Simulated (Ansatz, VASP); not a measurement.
Two plane-wave programs on TaNb2O5

```
Ta Nb O
1.0
     3.73234    0.00000    0.00000
    -1.86617    3.23231    0.00000
     0.00000    0.00000   10.06990
Ta Nb O
1 2 5
Cartesian
  0.0000 0.0000 5.0349
  0.0000 0.0000 1.7626
  0.0000 0.0000 8.3073
  0.0000 2.1549 5.0349
  1.8662 1.0774 5.0349
  0.0000 2.1549 0.0000
  1.8662 1.0774 0.0000
  0.0000 0.0000 0.0000
```

Alike in both runs: functional PBE; k mesh 4 × 4 × 2; occupations gaussian, width 0.15 eV; no spin polarisation.

Ansatz relaxed the structure, and its values are those at the end. VASP's run is a single point on that final structure, the one shown.

```csv
,VASP,Ansatz
version,VASP 6.6.1,Ansatz 0.2.0
potentials or method,"VASP PAW PBE potentials, release 64 (Ta_pv, Nb_sv, O), cutoff 600 eV","scalar-relativistic, plane waves, PAW"
valence electrons in the cell,67,69
```

VASP gave:

```
gap on the k mesh at the Fermi level (eV) : none
pressure (GPa)                            : 0.0
```

Task: What did Ansatz give for the same quantities?

Result: gap on the k mesh at the Fermi level (eV): none; pressure (GPa): 0.1.

A gap of «none» marks a metal or a gap that the smearing closes. The functional is the same, so the differences come from potentials, cutoffs and numerics. VASP's potentials hold 67 valence electrons a cell and Ansatz's 69, so a difference there can come from the potentials and not from the codes.

The k mesh is coarse, so the values compare programs but aren't converged. Neither program's run includes spin-orbit coupling.
